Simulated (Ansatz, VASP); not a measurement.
# MoS3: VASP beside Ansatz

Contents of INCAR:

```
SYSTEM = MoS3
PREC     = Accurate       ! precision mode
ENCUT    = 520            ! plane-wave cutoff, eV
EDIFF    = 1E-7           ! SCF threshold, eV
ISMEAR   = 0              ! smearing method
SIGMA    = 0.1            ! smearing width, eV
LREAL    = .FALSE.        ! projectors in reciprocal space
LASPH    = .TRUE.         ! aspherical terms in the spheres
NELM     = 150            ! most SCF steps
ALGO     = Normal         ! electronic algorithm
ISIF     = 2              ! what is computed and relaxed
LWAVE    = .FALSE.        ! write WAVECAR
LCHARG   = .FALSE.        ! write CHGCAR
ISPIN    = 2              ! spin polarisation
MAGMOM   = 1 1 0 0 0 0 0 0 ! initial moments
LORBIT   = 11             ! projections on sites
LMAXMIX  = 4              ! l up to which the mixer works
GGA      = PE             ! functional
NBANDS   = 46             ! bands
```

File KPOINTS:

```
Automatic mesh
0
G
  4 4 4
  0 0 0
```

File POSCAR:

```
MoS3
1.0
    5.2904583400      0.0000000000      0.0000000000
    0.0000000000      5.2904583400      0.0000000000
    0.0000000000      0.0000000000      5.2904583400
Mo S
2 6
Direct
    0.0000000000      0.0000000000      0.0000000000
    0.5000000000      0.5000000000      0.5000000000
    0.2500000000      0.0000000000      0.5000000000
    0.5000000000      0.7500000000      0.0000000000
    0.7500000000      0.0000000000      0.5000000000
    0.5000000000      0.2500000000      0.0000000000
    0.0000000000      0.5000000000      0.7500000000
    0.0000000000      0.5000000000      0.2500000000
```

Input for Ansatz:

```yaml
crystal:
  lattice:
    - [5.29045834, 0.0, 0.0]
    - [0.0, 5.29045834, 0.0]
    - [0.0, 0.0, 5.29045834]
  atoms:
    - { symbol: Mo, position: [0.0, 0.0, 0.0], spin: 1.0 }
    - { symbol: Mo, position: [0.5, 0.5, 0.5], spin: 1.0 }
    - { symbol: S, position: [0.25, 0.0, 0.5] }
    - { symbol: S, position: [0.5, 0.75, 0.0] }
    - { symbol: S, position: [0.75, 0.0, 0.5] }
    - { symbol: S, position: [0.5, 0.25, 0.0] }
    - { symbol: S, position: [0.0, 0.5, 0.75] }
    - { symbol: S, position: [0.0, 0.5, 0.25] }
basis:
  ecutwfc: 420
kpoints:
  mp_grid: { grid: [4, 4, 4] }
hamiltonian:
  xc: pbe
scf:
  occupations: { method: gaussian, width: 0.1 }
  lower_state_search: "off"
output:
  forces: true
  stress: true
  eigenvalues: true
  populations: true
magnetization:
  spin_polarized: true
```

Change from the starting cell: species swapped into the GaMo3 type (Pm-3n, No. 223).

Alike in both runs: task single point; functional PBE; k mesh 4 × 4 × 4; occupations gaussian, width 0.1 eV; collinear spin.

|  | VASP | Ansatz |
| --- | --- | --- |
| version | VASP 6.6.1 | Ansatz 0.2.0 |
| potentials or method | VASP PAW PBE potentials, release 64 (Mo_sv, S), cutoff 520 eV | scalar-relativistic, plane waves, PAW |
| valence electrons in the cell | 64 | 64 |

Ansatz gave:

| Item | Value |
| --- | --- |
| gap on the k mesh at the Fermi level (eV) | none |
| pressure (GPa) | -17.7 |
| net moment per atom (μB) | 0.13 |
| size of the moment on the site where the two differ most (μB) | 0.64 |

Task: Which values does VASP return?

Result: gap on the k mesh at the Fermi level (eV): none; pressure (GPa): -18.0; net moment per atom (μB): 0.04; size of the moment on the site where the two differ most (μB): 0.19.

Site moments also hang on the region over which each program counts them. A gap of «none» marks a metal or a gap that the smearing closes.
